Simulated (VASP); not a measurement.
# Sn in VASP: a series of runs

Sn is run at these levels: BLYP+D3(BJ), BLYP+D4, PBEsol; tasks: single point.

All numbers are computed with VASP 6.6.1; they aren't measurements. Logs are shortened: lines on timing, memory, paths and dates and some standing lists are left out, and cuts for length are marked.

### Step 1. The cell of the first run

Symmetry: I4/mmm, No. 139, tetragonal system. The conventional cell has a = 3.430 Å, b = 3.430 Å, c = 4.698 Å, α = 90.00°, β = 90.00°, γ = 90.00°. Sn (site symmetry 4/mmm) has 12 Sn at 3.38 to 3.43 Å within 4.4 Å.

### Step 2. Single point, BLYP+D3(BJ)

INCAR

```
AGGAC = 1.0 ; AGGAX = 1.0
ALDAC = 0.0 ; ALDAX = 1.0
ALGO = Normal ; EDIFF = 1E-7
ENCUT = 520 ; GGA = B5
ISIF = 2 ; ISMEAR = -1
IVDW = 12 ; LASPH = True
LCHARG = False ; LREAL = False
LWAVE = False ; NBANDS = 13
NELM = 80 ; PREC = Accurate
SIGMA = 0.05 ; VDW_A1 = 0.4298
VDW_A2 = 4.2359 ; VDW_S6 = 1.0
VDW_S8 = 2.6996
```

KPOINTS

```
k-points
0
Gamma
  11 11 11
```

POSCAR

```
Sn
1.0
   -1.7150239827      1.7149843731      2.3491456053
    1.7150239827     -1.7149843731      2.3491456053
    1.7150239827      1.7149843731     -2.3491456053
Sn
1
Direct
    0.0000000000      0.0000000000      0.0000000000
```

Potentials or basis: VASP PAW PBE potentials, release 64 (Sn_d).

Started as:

```sh
cat potpaw_PBE.64/Sn_d/POTCAR > POTCAR
mpirun -np 1 vasp_std > vasp.out
```

OUTCAR:

```text
EDIFF = 1E-7
   ENCUT = 520
   GGA = B5
   ISIF = 2
   ISMEAR = -1
   IVDW = 12
   LASPH = True
   LREAL = False
   NELM = 80
   PREC = Accurate
 IVDW          = 12

 ion  position               nearest neighbor table
   1  0.000  0.000  0.000-

  LATTYP: Found a body centered orthorhombic cell.
 ALAT       =     3.4299687462
 B/A-ratio  =     1.0000230962
 C/A-ratio  =     1.3697766826

  Lattice vectors:

 A1 = (   1.7150239827,  -1.7149843731,  -2.3491456053)
 A2 = (  -1.7150239827,   1.7149843731,  -2.3491456053)
 A3 = (   1.7150239827,   1.7149843731,   2.3491456053)

Analysis of symmetry for initial positions (statically):
=====================================================================
 Subroutine PRICEL returns:
 Original cell was already a primitive cell.

 Routine SETGRP: Setting up the symmetry group for a
 body centered orthorhombic supercell.

 Subroutine GETGRP returns: Found  8 space group operations
 (whereof  8 operations were pure point group operations)
 out of a pool of  8 trial point group operations.

The static configuration has the point symmetry D_2h.

Analysis of symmetry for dynamics (positions and initial velocities):
=====================================================================
 Subroutine PRICEL returns:
 Original cell was already a primitive cell.

 Routine SETGRP: Setting up the symmetry group for a
 body centered orthorhombic supercell.

 Subroutine GETGRP returns: Found  8 space group operations
 (whereof  8 operations were pure point group operations)
 out of a pool of  8 trial point group operations.

The dynamic configuration has the point symmetry D_2h.

 Subroutine INISYM returns: Found  8 space group operations
 (whereof  8 operations are pure point group operations),
 and found     1 'primitive' translations

----------------------------------------------------------------------------------------

                                     Primitive cell

  volume of cell :      27.6376

  direct lattice vectors                    reciprocal lattice vectors
    -1.715023983  1.714984373  2.349145605     0.000000000  0.291547846  0.212843341
     1.715023983 -1.714984373  2.349145605     0.291541113  0.000000000  0.212843341
     1.715023983  1.714984373 -2.349145605     0.291541113  0.291547846  0.000000000

  length of vectors
     3.376531317  3.376531317  3.376531317     0.360974285  0.360968847  0.412306157

  position of ions in fractional coordinates (direct lattice)
     0.000000000  0.000000000  0.000000000

  ion indices of the primitive-cell ions
   primitive index   ion index
                 1           1

----------------------------------------------------------------------------------------

 KPOINTS: k-points

Automatic generation of k-mesh.
 Grid dimensions read from file:
 generate k-points for:   11   11   11

 Generating k-lattice:

  Cartesian coordinates                     Fractional coordinates (reciprocal lattice)
     0.000000000  0.026504350  0.019349395     0.090909091  0.000000000  0.000000000
     0.026503738  0.000000000  0.019349395    -0.000000000  0.090909091  0.000000000
     0.026503738  0.026504350  0.000000000    -0.000000000  0.000000000  0.090909091

  Length of vectors
     0.032815844  0.032815350  0.037482378

  Shift w.r.t. Gamma in fractional coordinates (k-lattice)
     0.000000000  0.000000000  0.000000000

 Subroutine IBZKPT returns following result:
 ===========================================

 Found    216 irreducible k-points:

 Following reciprocal coordinates:
            Coordinates               Weight
  0.000000  0.000000  0.000000      1.000000
  0.090909  0.000000 -0.000000      4.000000
  0.181818  0.000000 -0.000000      4.000000
  0.272727  0.000000 -0.000000      4.000000
  0.363636  0.000000 -0.000000      4.000000
  0.454545  0.000000  0.000000      4.000000
[... 16 lines left out ...]
  0.454545  0.181818  0.000000      8.000000
 -0.454545  0.181818  0.000000      8.000000
 [... further k-points ...]
   k-points           NKPTS =    216   k-points in BZ     NKDIM =    216   number of bands    NBANDS=     13
   number of dos      NEDOS =    301   number of ions     NIONS =      1
   total plane-waves  NPLWV =  21952
   dimension x,y,z NGX =    28 NGY =   28 NGZ =   28
   dimension x,y,z NGXF=    56 NGYF=   56 NGZF=   56
   ions per type =               1
   NGX,Y,Z   is equivalent  to a cutoff of  13.79, 13.79, 13.79 a.u.
   NGXF,Y,Z  is equivalent  to a cutoff of  27.57, 27.57, 27.57 a.u.
 SYSTEM =  unknown system
   PREC   = accura    normal or accurate (medium, high low for compatibility)
   ISTART =      0    job   : 0-new  1-cont  2-samecut
   ICHARG =      2    charge: 1-file 2-atom 10-const
   ISPIN  =      1    spin polarized calculation?
   LNONCOLLINEAR =      F non collinear calculations
   LSORBIT =      F    spin-orbit coupling
   LASPH  =      T    aspherical Exc in radial PAW
   ENCUT  =  520.0 eV  38.22 Ry    6.18 a.u.   6.28  6.28  6.28*2*pi/ulx,y,z
   NELM   =     80;   NELMIN=  2; NELMDL= -5     # of ELM steps
   EDIFF  = 0.1E-06   stopping-criterion for ELM
   LREAL  =      F    real-space projection
   EDIFFG = 0.1E-05   stopping-criterion for IOM
   NSW    =      0    number of steps for IOM
   IBRION =     -1    ionic relax: 0-MD 1-quasi-New 2-CG
   NFREE  =      0    steps in history (QN), initial steepest desc. (CG)
   ISIF   =      2    stress and relaxation
   ISYM   =      2    0-nonsym 1-usesym 2-fastsym
   POTIM  = 0.5000    time-step for ionic-motion
   TEBEG  =    0.0;   TEEND  =   0.0 temperature during run
   PSTRESS=    0.0 pullay stress
   NELECT =      14.0000    total number of electrons
   NUPDOWN=      -1.0000    fix difference up-down
   EMIN   =  10.00;   EMAX   =-10.00  energy-range for DOS
   EFERMI =   0.00;   METHOD = LEGACY
   ISMEAR =    -1;   SIGMA  =   0.05  broadening in eV -4-tet -1-fermi 0-gaus
   EFERMI_NEDOS =   21; number of points for ismear=-14 and -15
   IALGO  =     38    algorithm
   IMIX   =      4    mixing-type and parameters
     AMIX     =   0.40;   BMIX     =  1.00
     AMIX_MAG =   1.60;   BMIX_MAG =  1.00
  volume/ion in A,a.u.               =      27.64       186.51
  Fermi-wavevector in a.u.,A,eV,Ry     =   1.305021  2.466132 23.171798  1.703079
  Thomas-Fermi vector in A             =   2.435918
   LORBIT       =      0    0 simple, 1 ext, 2 COOP (PROOUT), +10 PAW based schemes
   GGA     = B5    functional components
   LHFCALC =     F    Hartree Fock is set to
   AEXX    =    0.0000 exact exchange contribution
   IVDW    =    12    specifies the selected vdW correction
   LEPSILON=     F    determine dielectric tensor
   LRPA    =     F    only Hartree local field effects (RPA)
 non-spin polarized calculation
  energy-cutoff  :      520.00
  volume of cell :       27.64
 maximum number of plane-waves:       760
 NGX is ok and might be reduce to    28
   NGX = 13   NGY = 13   NGZ = 13

 number of electron      14.0000002 magnetization

 Free energy of the ion-electron system (eV)
  ---------------------------------------------------
  ext. energy  EPLUGINS =         0.00000000
  ---------------------------------------------------
  free energy    TOTEN  =        -2.92109271 eV

  energy without entropy =       -2.91774499  energy(sigma->0) =       -2.91941885

 E-fermi :   8.4237     XC(G=0):  -9.6711

 val. band max:        8.3943309537   @ k =   0.2727   0.4545  -0.0000
 cond. band min:       8.4563408888   @ k =  -0.3636   0.3636   0.1818
 fundamental gap:      0.0620099350
 Fermi energy:         8.4237370391

 k-point     1 :       0.0000    0.0000    0.0000
  band No.  band energies     occupation
      1     -13.1334      2.00000
      2     -13.1334      2.00000
      3     -13.1160      2.00000
      4     -13.0656      2.00000
      5     -13.0409      2.00000
      6      -2.6098      2.00000
      7      15.7298      0.00000
      8      15.7773      0.00000
      9      15.7778      0.00000
     10      19.3430      0.00000
     11      20.2294      0.00000
     12      20.2300      0.00000
     13      20.3926      0.00000

 k-point     2 :       0.0909    0.0000   -0.0000
  band No.  band energies     occupation
      1     -13.1306      2.00000
      2     -13.1269      2.00000
      3     -13.1120      2.00000
      4     -13.0648      2.00000
      5     -13.0417      2.00000
      6      -2.4431      2.00000
      7      14.2018      0.00000
      8      15.5037      0.00000
      9      15.5450      0.00000
     10      18.6364      0.00000
     11      20.6516      0.00000
     12      20.7275      0.00000
     13      22.0417      0.00000

 k-point     3 :       0.1818    0.0000   -0.0000
  band No.  band energies     occupation
      1     -13.1266      2.00000
      2     -13.1167      2.00000
      3     -13.1026      2.00000
      4     -13.0551      2.00000
      5     -13.0392      2.00000
      6      -1.9427      2.00000
      7      11.4413      0.00000
      8      14.9266      0.00000
      9      15.1098      0.00000
     10      18.3041      0.00000
     11      20.9192      0.00000
     12      21.2016      0.00000
     13      22.0120      0.00000
[... 305 lines left out ...]
 k-point    23 :       0.4545    0.1818    0.0000
  band No.  band energies     occupation
      1     -13.1404      2.00000
      2     -13.0945      2.00000
      3     -13.0768      2.00000
      4     -13.0124      2.00000
      5     -12.9815      2.00000
      6       1.9971      2.00000
      7       4.6547      2.00000
      8      10.3119      0.00000
      9      12.7530      0.00000
     10      16.3037      0.00000
     11      21.0855      0.00000
     12      22.0394      0.00000
     13      23.9919      0.00000

 k-point    24 :      -0.4545    0.1818    0.0000
  band No.  band energies     occupation
      1     -13.1467      2.00000
      2     -13.1008      2.00000
      3     -13.0713      2.00000
      4     -13.0230      2.00000
      5     -12.9781      2.00000
      6       0.9637      2.00000
      7       6.1145      2.00000
      8      10.9868      0.00000
      9      12.4288      0.00000
     10      16.0661      0.00000
     11      21.0037      0.00000
     12      22.0776      0.00000
     13      23.2314      0.00000

 [... further k-points ...]

------------------------ aborting loop because EDIFF is reached ----------------------------------------

 Edisp (eV)   -0.90313

 E8    (eV) :    -0.6936

  FORCE on cell =-STRESS in cart. coord.  units (eV):
  Direction    XX          YY          ZZ          XY          YZ          ZX
  --------------------------------------------------------------------------------------
  -------------------------------------------------------------------------------------
  Total      -0.00444    -0.00414    -0.00259     0.00000     0.00000     0.00000
  in kB      -0.25723    -0.23990    -0.15020     0.00000     0.00000     0.00000
  external pressure =       -0.22 kB  Pullay stress =        0.00 kB

 VOLUME and BASIS-vectors are now :
 -----------------------------------------------------------------------------
  energy-cutoff  :      520.00
  volume of cell :       27.64
      direct lattice vectors                 reciprocal lattice vectors
    -1.715023983  1.714984373  2.349145605     0.000000000  0.291547846  0.212843341
     1.715023983 -1.714984373  2.349145605     0.291541113  0.000000000  0.212843341
     1.715023983  1.714984373 -2.349145605     0.291541113  0.291547846  0.000000000

 POSITION                                       TOTAL-FORCE (eV/Angst)
 -----------------------------------------------------------------------------------
      0.00000      0.00000      0.00000        -0.000000      0.000000      0.000000
 -----------------------------------------------------------------------------------
    total drift:                               -0.000000     -0.000000     -0.000000

  FREE ENERGIE OF THE ION-ELECTRON SYSTEM (eV)
  ---------------------------------------------------
  free  energy   TOTEN  =        -3.8242201364 eV

  energy  without entropy=       -3.8208724173  energy(sigma->0) =       -3.82254628
```

It took 68 s on 1 thread of Intel Xeon Platinum 8259CL at 2.50GHz (Skylake/Cascade Lake), shared host; peak memory 0.22 GiB.

What came out:

| Item | Value |
| --- | --- |
| Free energy | -3.8242 eV |
| Pressure | 0.0 GPa |
| Band gap on the k mesh | zero (bands 7 and 8 overlap by 9.06 eV) |
| Dispersion energy per atom | -0.903 eV |

Levels at points of the mesh, in eV from the Fermi level:
```csv
k point,band 3,band 4,band 5,band 6,band 7,band 8,band 9,band 10,band 11,band 12
"(0.00, 0.00, 0.00)",-21.54,-21.49,-21.46,-11.03,7.31,7.35,7.35,10.92,11.81,11.81
```

Caveat: the PAW data sets were made with another functional, which shifts forces and pressure a little; spin-orbit coupling is left out, which moves the levels of the heavy elements.

### Step 3. Single point, BLYP+D4

This run uses another cell than the first one, of 28.14 Å³/atom.

INCAR

```
SYSTEM = Sn
PREC     = Accurate       ! precision mode
ENCUT    = 520            ! plane-wave cutoff, eV
EDIFF    = 1E-7           ! SCF threshold, eV
ISMEAR   = -1             ! smearing method
SIGMA    = 0.05           ! smearing width, eV
LREAL    = .FALSE.        ! projectors in reciprocal space
LASPH    = .TRUE.         ! aspherical terms in the spheres
NELM     = 60             ! most SCF steps
ALGO     = Fast           ! electronic algorithm
ISIF     = 2              ! what is computed and relaxed
LWAVE    = .FALSE.        ! write WAVECAR
LCHARG   = .FALSE.        ! write CHGCAR
GGA      = B5             ! functional
ALDAX    = 1.0          
AGGAX    = 1.0          
AGGAC    = 1.0          
ALDAC    = 0.0          
IVDW     = 13             ! dispersion correction
VDW_S6   = 1.0          
VDW_S8   = 2.34076671   
VDW_A1   = 0.44488865   
VDW_A2   = 4.0933009    
NBANDS   = 13             ! bands
```

KPOINTS

```
Automatic mesh
0
G
  11 11 11
  0 0 0
```

POSCAR

```
Sn
1.0
   -1.7227175875      1.7230033152      2.3702167177
    1.7227175875     -1.7230033152      2.3702167177
    1.7227175875      1.7230033152     -2.3702167177
Sn
1
Direct
    0.0000000000      0.0000000000      0.0000000000
```

Potentials or basis: VASP PAW PBE potentials, release 64 (Sn_d).

Started as:

```sh
cat potpaw_PBE.64/Sn_d/POTCAR > POTCAR
mpirun -np 1 vasp_std > vasp.out
```

It took 1.7 min on 1 thread of Intel Xeon Platinum 8259CL at 2.50GHz (Skylake/Cascade Lake), shared host; peak memory 0.2 GiB.

Results (log left out):

* Free energy: -3.6971 eV
* Pressure: 0.0 GPa
* Band gap on the k mesh: zero (bands 7 and 8 overlap by 8.86 eV)
* Dispersion energy per atom: -0.761 eV

Levels at points of the mesh, in eV from the Fermi level:
```csv
k point,band 3,band 4,band 5,band 6,band 7,band 8,band 9,band 10,band 11,band 12
"(0.00, 0.00, 0.00)",-21.53,-21.48,-21.46,-10.91,7.16,7.20,7.20,10.89,11.70,11.70
```

Caveat: the PAW data sets were made with another functional, which shifts forces and pressure a little; spin-orbit coupling is left out, which moves the levels of the heavy elements.

### Step 4. Single point, PBEsol

This run uses another cell than the first one, of 19.96 Å³/atom.

INCAR

```
SYSTEM = Sn
PREC = Accurate
ENCUT = 520
EDIFF = 1E-6
ISMEAR = -1
SIGMA = 0.05
LREAL = .FALSE.
LASPH = .TRUE.
NELM = 80
ALGO = Normal
ISIF = 2
LWAVE = .FALSE.
LCHARG = .FALSE.
GGA = PS
NBANDS = 13
```

KPOINTS is that of step 3.

POSCAR

```
Sn
1.0
   -1.5225673681      1.5225658419      2.1520157481
    1.5225673681     -1.5225658419      2.1520157481
    1.5225673681      1.5225658419     -2.1520157481
Sn
1
Direct
    0.0000000000      0.0000000000      0.0000000000
```

Started as:

```sh
cat potpaw_PBE.64/Sn_d/POTCAR > POTCAR
mpirun -np 1 vasp_std > vasp.out
```

It took 11 s on 1 thread of Intel Xeon 6975P-C (Granite Rapids), shared host; peak memory 0.15 GiB.

Results (log left out):

```
Free energy            : -3.7699 eV
Pressure               : 30.0 GPa
Band gap on the k mesh : zero (bands 7 and 8 overlap by 13.02 eV)
```

Levels at points of the mesh, in eV from the Fermi level:
```
           k point  band 4  band 5  band 6  band 7  band 8  band 9  band 10  band 11
(0.00, 0.00, 0.00)  -21.59  -21.59  -13.82   10.42   10.42   10.42    10.75    14.07
```

Caveat: the cell stands under pressure; the PAW data sets were made with another functional, which shifts forces and pressure a little; spin-orbit coupling is left out, which moves the levels of the heavy elements.

(Part 1 of 2 ends here.)
